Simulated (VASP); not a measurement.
# BaTiO3 (P4mm) in VASP: a series of runs

BaTiO3 is run at these levels: r2SCAN; tasks: single point.

Program: VASP 6.6.1. These are calculated values, not measurements. Logs are shortened: lines on timing, memory, paths and dates and some standing lists are left out, and cuts for length are marked.

**1. The cell of the first run**

Symmetry: P4mm, No. 99, tetragonal system. Conventional cell: a = 3.972 Å, b = 3.972 Å, c = 4.112 Å, α = 90.00°, β = 90.00°, γ = 90.00°. Ba (site symmetry 4mm) has 12 O at 2.79 to 2.92 Å and 8 Ti at 3.44 to 3.52 Å within 3.7 Å. Ti (site symmetry 4mm) has 6 O at 1.82 to 2.29 Å within 2.4 Å. O (site symmetry 4mm) has 2 Ti at 1.82 to 2.29 Å within 2.4 Å. O (site symmetry 2mm) has 2 Ti at 1.99 Å within 2.6 Å.

**2. Single point, r2SCAN, collinear spin (12.97 Å³/atom)**

POSCAR

```
BaTiO3
1.0
    3.9717832213      0.0000000000      0.0000000000
    0.0000000000      3.9717832213      0.0000000000
    0.0000000000      0.0000000000      4.1116803065
Ba Ti O
1 1 3
Direct
    0.0000000000      0.0000000000     -0.0043403675
    0.5000000000      0.5000000000      0.4776015694
    0.5000000000      0.5000000000      0.0344724406
    0.5000000000      0.0000000000      0.5176331788
    0.0000000000      0.5000000000      0.5176331788
```

INCAR.step1

```
SYSTEM = BaTiO3
  PREC = Accurate
  ENCUT = 520
  ISMEAR = 0
  SIGMA = 0.05
  LREAL = .False.
  LASPH = .True.
  NELM = 150
  ISPIN = 2
  MAGMOM = 0 0.05 0 0 0
  LMAXMIX = 4
  NBANDS = 32
  GGA = PE
  ALGO = Normal
  EDIFF = 1E-4
  LWAVE = .True.
  LCHARG = .False.
```

INCAR.step2

```
SYSTEM = BaTiO3
  PREC = Accurate
  ENCUT = 520
  EDIFF = 1E-7
  ISMEAR = 0
  SIGMA = 0.05
  LREAL = .False.
  LASPH = .True.
  NELM = 150
  ALGO = Normal
  ISIF = 2
  LWAVE = .False.
  LCHARG = .False.
  ISPIN = 2
  MAGMOM = 0 0.05 0 0 0
  LORBIT = 11
  LMAXMIX = 4
  METAGGA = R2SCAN
  LMIXTAU = .True.
  NBANDS = 32
  ISTART = 1
```

KPOINTS

```
regular mesh
0
Gamma
  6 6 6
  0 0 0
```

Potentials or basis: VASP PAW PBE potentials, release 64 (Ba_sv, Ti_sv, O).

Command:

```sh
cat potpaw_PBE.64/Ba_sv/POTCAR potpaw_PBE.64/Ti_sv/POTCAR potpaw_PBE.64/O/POTCAR > POTCAR
cp INCAR.step1 INCAR
mpirun -np 1 vasp_std > vasp.out
cp INCAR.step2 INCAR
mpirun -np 1 vasp_std > vasp.out
```

OUTCAR:

```text
SYSTEM = BaTiO3
   PREC = Accurate
   ENCUT = 520
   EDIFF = 1E-7
   ISMEAR = 0
   LREAL = .False.
   LASPH = .True.
   NELM = 150
   ISIF = 2
   ISPIN = 2
   LORBIT = 11
   METAGGA = R2SCAN
   ISTART = 1

 ion  position               nearest neighbor table
   1  0.000  0.000  0.996-   4 2.79   5 2.79   5 2.79   4 2.79   3 2.81   3 2.81   3 2.81   3 2.81
                             4 2.92   5 2.92   5 2.92   4 2.92   2 3.44   2 3.44   2 3.44   2 3.44
   2  0.500  0.500  0.478-   3 1.82   4 1.99   5 1.99   4 1.99   5 1.99   3 2.29   1 3.44   1 3.44
                             1 3.44   1 3.44   1 3.52   1 3.52   1 3.52   1 3.52
   3  0.500  0.500  0.034-   2 1.82   2 2.29   1 2.81   1 2.81   1 2.81   1 2.81
   4  0.500  0.000  0.518-   2 1.99   2 1.99   1 2.79   1 2.79   1 2.92   1 2.92
   5  0.000  0.500  0.518-   2 1.99   2 1.99   1 2.79   1 2.79   1 2.92   1 2.92

  LATTYP: Found a simple tetragonal cell.
 ALAT       =     3.9717832213
 C/A-ratio  =     1.0352227394

  Lattice vectors:

 A1 = (   3.9717832213,   0.0000000000,   0.0000000000)
 A2 = (   0.0000000000,   3.9717832213,   0.0000000000)
 A3 = (   0.0000000000,   0.0000000000,   4.1116803065)

Analysis of symmetry for initial positions (statically):
=====================================================================
 Subroutine PRICEL returns:
 Original cell was already a primitive cell.

 Routine SETGRP: Setting up the symmetry group for a
 simple tetragonal supercell.

 Subroutine GETGRP returns: Found  8 space group operations
 (whereof  8 operations were pure point group operations)
 out of a pool of 16 trial point group operations.

The static configuration has the point symmetry C_4v.

Analysis of symmetry for dynamics (positions and initial velocities):
=====================================================================
 Subroutine PRICEL returns:
 Original cell was already a primitive cell.

 Routine SETGRP: Setting up the symmetry group for a
 simple tetragonal supercell.

 Subroutine GETGRP returns: Found  8 space group operations
 (whereof  8 operations were pure point group operations)
 out of a pool of 16 trial point group operations.

The dynamic configuration has the point symmetry C_4v.

Analysis of structural, dynamic, and magnetic symmetry:
=====================================================================
 Subroutine PRICEL returns:
 Original cell was already a primitive cell.

 Routine SETGRP: Setting up the symmetry group for a
 simple tetragonal supercell.

 Subroutine GETGRP returns: Found  8 space group operations
 (whereof  8 operations were pure point group operations)
 out of a pool of 16 trial point group operations.

The overall configuration has the point symmetry C_4v.

 Subroutine INISYM returns: Found  8 space group operations
 (whereof  8 operations are pure point group operations),
 and found     1 'primitive' translations

----------------------------------------------------------------------------------------

                                     Primitive cell

  volume of cell :      64.8620

  direct lattice vectors                    reciprocal lattice vectors
     3.971783221  0.000000000  0.000000000     0.251776077  0.000000000  0.000000000
     0.000000000  3.971783221  0.000000000     0.000000000  0.251776077  0.000000000
     0.000000000  0.000000000  4.111680307     0.000000000  0.000000000  0.243209570

  length of vectors
     3.971783221  3.971783221  4.111680307     0.251776077  0.251776077  0.243209570

  position of ions in fractional coordinates (direct lattice)
     0.000000000  0.000000000  0.995659633
     0.500000000  0.500000000  0.477601569
     0.500000000  0.500000000  0.034472441
     0.500000000  0.000000000  0.517633179
     0.000000000  0.500000000  0.517633179

  ion indices of the primitive-cell ions
   primitive index   ion index
                 1           1
                 2           2
                 3           3
                 4           4
                 5           5

[... 28 lines left out ...]
  0.000000  0.000000  0.000000      1.000000
  0.166667  0.000000  0.000000      4.000000
  0.333333  0.000000  0.000000      4.000000
  0.500000  0.000000  0.000000      2.000000
  0.166667  0.166667  0.000000      4.000000
  0.333333  0.166667  0.000000      8.000000
[... 16 lines left out ...]
  0.333333  0.000000  0.333333      8.000000
  0.500000  0.000000  0.333333      4.000000
 [... further k-points ...]
   k-points           NKPTS =     40   k-points in BZ     NKDIM =     40   number of bands    NBANDS=     32
   number of dos      NEDOS =    301   number of ions     NIONS =      5
   total plane-waves  NPLWV =  28800
   dimension x,y,z NGX =    30 NGY =   30 NGZ =   32
   dimension x,y,z NGXF=    60 NGYF=   60 NGZF=   64
   ions per type =               1   1   3
   NGX,Y,Z   is equivalent  to a cutoff of  12.56, 12.56, 12.94 a.u.
   NGXF,Y,Z  is equivalent  to a cutoff of  25.11, 25.11, 25.88 a.u.
 SYSTEM =  BaTiO3
   PREC   = accura    normal or accurate (medium, high low for compatibility)
   ISTART =      1    job   : 0-new  1-cont  2-samecut
   ICHARG =      0    charge: 1-file 2-atom 10-const
   ISPIN  =      2    spin polarized calculation?
   LNONCOLLINEAR =      F non collinear calculations
   LSORBIT =      F    spin-orbit coupling
   LASPH  =      T    aspherical Exc in radial PAW
   ENCUT  =  520.0 eV  38.22 Ry    6.18 a.u.   7.38  7.38  7.65*2*pi/ulx,y,z
   NELM   =    150;   NELMIN=  2; NELMDL=  0     # of ELM steps
   EDIFF  = 0.1E-06   stopping-criterion for ELM
   LREAL  =      F    real-space projection
   EDIFFG = 0.1E-05   stopping-criterion for IOM
   NSW    =      0    number of steps for IOM
   IBRION =     -1    ionic relax: 0-MD 1-quasi-New 2-CG
   NFREE  =      0    steps in history (QN), initial steepest desc. (CG)
   ISIF   =      2    stress and relaxation
   ISYM   =      2    0-nonsym 1-usesym 2-fastsym
   POTIM  = 0.5000    time-step for ionic-motion
   TEBEG  =    0.0;   TEEND  =   0.0 temperature during run
   PSTRESS=    0.0 pullay stress
   NELECT =      40.0000    total number of electrons
   NUPDOWN=      -1.0000    fix difference up-down
   EMIN   =  10.00;   EMAX   =-10.00  energy-range for DOS
   EFERMI =   0.00;   METHOD = LEGACY
   ISMEAR =     0;   SIGMA  =   0.05  broadening in eV -4-tet -1-fermi 0-gaus
   EFERMI_NEDOS =   21; number of points for ismear=-14 and -15
   IALGO  =     38    algorithm
   IMIX   =      4    mixing-type and parameters
     AMIX     =   0.40;   BMIX     =  1.00
     AMIX_MAG =   1.60;   BMIX_MAG =  1.00
  volume/ion in A,a.u.               =      12.97        87.54
  Fermi-wavevector in a.u.,A,eV,Ry     =   1.393471  2.633279 26.419279  1.941762
  Thomas-Fermi vector in A             =   2.517114
   LORBIT       =     11    0 simple, 1 ext, 2 COOP (PROOUT), +10 PAW based schemes
   METAGGA = R2SCAN    functional components
   LHFCALC =     F    Hartree Fock is set to
   AEXX    =    0.0000 exact exchange contribution
   IVDW    =     0    specifies the selected vdW correction
   LEPSILON=     F    determine dielectric tensor
   LRPA    =     F    only Hartree local field effects (RPA)
 spin polarized calculation
 Gauss-broadening in eV      SIGMA  =   0.05
  energy-cutoff  :      520.00
  volume of cell :       64.86
 maximum number of plane-waves:      1779
 NGX is ok and might be reduce to    30
   NGX = 15   NGY = 15   NGZ = 15

 number of electron      39.9999984 magnetization       0.0000000

 number of electron      39.9999984 magnetization      -0.0000000

 Free energy of the ion-electron system (eV)
  ---------------------------------------------------
  ext. energy  EPLUGINS =         0.00000000
  ---------------------------------------------------
  free energy    TOTEN  =       -74.25906685 eV

  energy without entropy =      -74.25906685  energy(sigma->0) =      -74.25906685

 E-fermi :   3.9612     XC(G=0): -11.8353

 val. band max:        3.6019520697   @ k =   0.5000   0.5000   0.5000
 cond. band min:       5.8126682719   @ k =   0.0000   0.0000   0.0000
 fundamental gap:      2.2107162022
 Fermi energy:         3.9611764581

 spin component 1

 k-point     1 :       0.0000    0.0000    0.0000
  band No.  band energies     occupation
      1     -55.1993      1.00000
      2     -30.4671      1.00000
      3     -30.3541      1.00000
      4     -30.3541      1.00000
      5     -22.1048      1.00000
      6     -14.3922      1.00000
[... 829 lines left out ...]
     31      17.1414      0.00000
     32      17.2661      0.00000

 [... further k-points ...]

 spin component 2

 k-point     1 :       0.0000    0.0000    0.0000
  band No.  band energies     occupation
      1     -55.1993      1.00000
      2     -30.4671      1.00000
      3     -30.3541      1.00000
      4     -30.3541      1.00000
      5     -22.1048      1.00000
      6     -14.3922      1.00000
[... 829 lines left out ...]
     31      17.1414      0.00000
     32      17.2661      0.00000

 [... further k-points ...]

------------------------ aborting loop because EDIFF is reached ----------------------------------------

  FORCE on cell =-STRESS in cart. coord.  units (eV):
  Direction    XX          YY          ZZ          XY          YZ          ZX
  --------------------------------------------------------------------------------------
  -------------------------------------------------------------------------------------
  Total        0.7898660      0.7898660      0.8450180      0.0000000      0.0000000      0.0000000
  in kB       19.5107325     19.5107325     20.8730612      0.0000000      0.0000000      0.0000000
  external PRESSURE =      19.9648421 kB  Pullay stress =       0.0000000 kB

 VOLUME and BASIS-vectors are now :
 -----------------------------------------------------------------------------
  energy-cutoff  :      520.00
  volume of cell :       64.86
      direct lattice vectors                 reciprocal lattice vectors
     3.971783221  0.000000000  0.000000000     0.251776077  0.000000000  0.000000000
     0.000000000  3.971783221  0.000000000     0.000000000  0.251776077  0.000000000
     0.000000000  0.000000000  4.111680307     0.000000000  0.000000000  0.243209570

 POSITION                                       TOTAL-FORCE (eV/Angst)
 -----------------------------------------------------------------------------------
      0.00000      0.00000      4.09383         0.000000     -0.000000      0.030460
      1.98589      1.98589      1.96374         0.000000      0.000000      0.160544
      1.98589      1.98589      0.14174         0.000000      0.000000     -0.156302
      1.98589      0.00000      2.12834         0.000000     -0.000000     -0.017351
      0.00000      1.98589      2.12834        -0.000000     -0.000000     -0.017351
 -----------------------------------------------------------------------------------
    total drift:                                0.000000      0.000000     -0.005878

  FREE ENERGIE OF THE ION-ELECTRON SYSTEM (eV)
  ---------------------------------------------------
  free  energy   TOTEN  =       -74.2590668514 eV

  energy  without entropy=      -74.2590668514  energy(sigma->0) =      -74.25906685

 total charge

# of ion       s       p       d       tot
------------------------------------------
    1        2.018   5.668   0.299   7.984
    2        2.217   6.274   1.705  10.195
    3        1.574   3.498   0.000   5.071
    4        1.567   3.502   0.000   5.069
    5        1.567   3.502   0.000   5.069
--------------------------------------------------
tot          8.942  22.442   2.004  33.388

 magnetization (x)

# of ion       s       p       d       tot
------------------------------------------
    1       -0.000  -0.000  -0.000  -0.000
    2       -0.000  -0.000  -0.000  -0.000
    3       -0.000   0.000   0.000   0.000
    4        0.000   0.000   0.000   0.000
    5        0.000   0.000   0.000   0.000
--------------------------------------------------
tot         -0.000   0.000  -0.000   0.000
```

Run time: 15 min. Hardware: 1 thread of Oxide Virtual Turin-like, shared host; peak memory 0.26 GiB.

What came out:

```yaml
Free_energy: -74.2591 eV
Pressure: 2.0 GPa
Largest_force: 0.161 eV/Å
Band_gap_on_the_k_mesh: 2.21 eV (least direct gap 2.71 eV)
Net_moment: 0.00 μB per cell
Valence_electrons_inside_the_program's_atomic_spheres: Ba 7.98; Ti 10.20; O 5.07
```

Forces in eV/Å, atoms in the order of the input:
```
Ba   0.000  0.000  0.030
Ti   0.000  0.000  0.161
O    0.000  0.000 -0.156
O    0.000  0.000 -0.017
O    0.000  0.000 -0.017
```

Stress tensor (GPa, compression positive):
```
1.95 0.00 0.00
0.00 1.95 0.00
0.00 0.00 2.09
```

Levels at points of the mesh, in eV from the valence-band top:
Spin up:
```csv
k point,band 18,band 19,band 20,band 21,band 22,band 23
"(0.00, 0.00, 0.00)",-0.73,-0.50,-0.50,2.21,2.69,2.69
"(0.50, 0.00, 0.00)",-1.72,-1.41,-1.22,2.79,3.90,3.98
"(0.50, 0.50, 0.00)",-1.13,-1.13,-0.07,4.01,4.01,4.40
"(0.00, 0.00, 0.50)",-2.03,-0.76,-0.76,2.35,3.91,3.91
"(0.50, 0.00, 0.50)",-1.10,-1.04,-0.42,3.92,3.94,4.26
"(0.50, 0.50, 0.50)",-0.34,-0.34,0.00,4.50,4.50,4.59
```
Spin down:
| k point | band 18 | band 19 | band 20 | band 21 | band 22 | band 23 |
| --- | --- | --- | --- | --- | --- | --- |
| (0.00, 0.00, 0.00) | -0.73 | -0.50 | -0.50 | 2.21 | 2.69 | 2.69 |
| (0.50, 0.00, 0.00) | -1.72 | -1.41 | -1.22 | 2.79 | 3.90 | 3.98 |
| (0.50, 0.50, 0.00) | -1.13 | -1.13 | -0.07 | 4.01 | 4.01 | 4.40 |
| (0.00, 0.00, 0.50) | -2.03 | -0.76 | -0.76 | 2.35 | 3.91 | 3.91 |
| (0.50, 0.00, 0.50) | -1.10 | -1.04 | -0.42 | 3.92 | 3.94 | 4.26 |
| (0.50, 0.50, 0.50) | -0.34 | -0.34 | 0.00 | 4.50 | 4.50 | 4.59 |

Caveat: the PAW data sets were made with another functional, which shifts forces and pressure a little; spin-orbit coupling is left out, which moves the levels of the heavy elements.

**3. Single point, r2SCAN, collinear spin (13.09 Å³/atom)**

This run uses another cell than the first one, of 13.09 Å³/atom.

POSCAR

```
BaTiO3
1.0
    3.9754842946      0.0000000000      0.0000000000
    0.0000000000      3.9754842946      0.0000000000
    0.0000000000      0.0000000000      4.1417701318
Ba Ti O
1 1 3
Direct
    0.0000000000      0.0000000000     -0.0060272087
    0.5000000000      0.5000000000      0.4754772937
    0.5000000000      0.5000000000      0.0371774759
    0.5000000000      0.0000000000      0.5181862196
    0.0000000000      0.5000000000      0.5181862196
```

INCAR.step1

```
PREC = Accurate ; ENCUT = 520
ISMEAR = 0 ; SIGMA = 0.05
LREAL = False ; LASPH = True
NELM = 150 ; ISPIN = 2
MAGMOM = 0 0.05 0 0 0 ; LMAXMIX = 4
NBANDS = 32 ; GGA = PE
ALGO = Normal ; EDIFF = 1E-4
LWAVE = True ; LCHARG = False
```

INCAR.step2

```
PREC = Accurate ; ENCUT = 520
EDIFF = 1E-6 ; ISMEAR = 0
SIGMA = 0.05 ; LREAL = False
LASPH = True ; NELM = 150
ALGO = Normal ; ISIF = 2
LWAVE = False ; LCHARG = False
ISPIN = 2 ; MAGMOM = 0 0.05 0 0 0
LORBIT = 11 ; LMAXMIX = 4
METAGGA = R2SCAN ; LMIXTAU = True
NBANDS = 32 ; ISTART = 1
```

KPOINTS

```
regular mesh
0
Gamma
  6 6 6
```

Potentials or basis: VASP PAW PBE potentials, release 64 (Ba_sv, Ti_sv, O).

Command:

```sh
cat potpaw_PBE.64/Ba_sv/POTCAR potpaw_PBE.64/Ti_sv/POTCAR potpaw_PBE.64/O/POTCAR > POTCAR
cp INCAR.step1 INCAR
mpirun -np 1 vasp_std > vasp.out
cp INCAR.step2 INCAR
mpirun -np 1 vasp_std > vasp.out
```

Wall time 14 min (1 thread of Oxide Virtual Turin-like, shared host); peak memory 0.26 GiB.

Results (log left out):

* Free energy: -74.2620 eV
* Pressure: 0.9 GPa
* Largest force: 0.174 eV/Å
* Band gap on the k mesh: 2.20 eV (least direct gap 2.74 eV)
* Net moment: 0.00 μB per cell
* Valence electrons inside the program's atomic spheres: Ba 7.98; Ti 10.20; O 5.07

Forces on the atoms (eV/Å):
```
Ba   0.000  0.000  0.031
Ti   0.000  0.000  0.174
O    0.000  0.000 -0.167
O    0.000  0.000 -0.019
O    0.000  0.000 -0.019
```

Stress tensor (GPa, compression positive):
```
0.89 0.00 0.00
0.00 0.89 0.00
0.00 0.00 1.06
```

Levels at points of the mesh, in eV from the valence-band top:
Spin up:
```
           k point  band 16  band 17  band 18  band 19  band 20  band 21  band 22  band 23  band 24  band 25
(0.00, 0.00, 0.00)    -1.68    -1.34    -0.82    -0.53    -0.53     2.20     2.74     2.74     4.36     4.56
(0.50, 0.00, 0.00)    -2.01    -1.96    -1.72    -1.49    -1.29     2.83     3.87     3.96     4.44     6.06
(0.50, 0.50, 0.00)    -2.98    -2.06    -1.16    -1.16    -0.07     3.99     3.99     4.37     4.67     8.05
(0.00, 0.00, 0.50)    -2.16    -2.06    -2.03    -0.77    -0.77     2.33     3.87     3.87     4.35     6.36
(0.50, 0.00, 0.50)    -2.67    -1.89    -1.14    -1.07    -0.47     3.89     3.91     4.21     5.22     7.72
(0.50, 0.50, 0.50)    -2.63    -2.63    -0.39    -0.39     0.00     4.45     4.45     4.55     6.72     7.13
```
Spin down:
| k point | band 18 | band 19 | band 20 | band 21 | band 22 | band 23 |
| --- | --- | --- | --- | --- | --- | --- |
| (0.00, 0.00, 0.00) | -0.82 | -0.53 | -0.53 | 2.20 | 2.74 | 2.74 |
| (0.50, 0.00, 0.00) | -1.72 | -1.49 | -1.29 | 2.83 | 3.87 | 3.96 |
| (0.50, 0.50, 0.00) | -1.16 | -1.16 | -0.07 | 3.99 | 3.99 | 4.37 |
| (0.00, 0.00, 0.50) | -2.03 | -0.77 | -0.77 | 2.33 | 3.87 | 3.87 |
| (0.50, 0.00, 0.50) | -1.14 | -1.07 | -0.47 | 3.89 | 3.91 | 4.21 |
| (0.50, 0.50, 0.50) | -0.39 | -0.39 | 0.00 | 4.45 | 4.45 | 4.55 |

Caveat: the PAW data sets were made with another functional, which shifts forces and pressure a little; spin-orbit coupling is left out, which moves the levels of the heavy elements. A k mesh can miss the band edges.
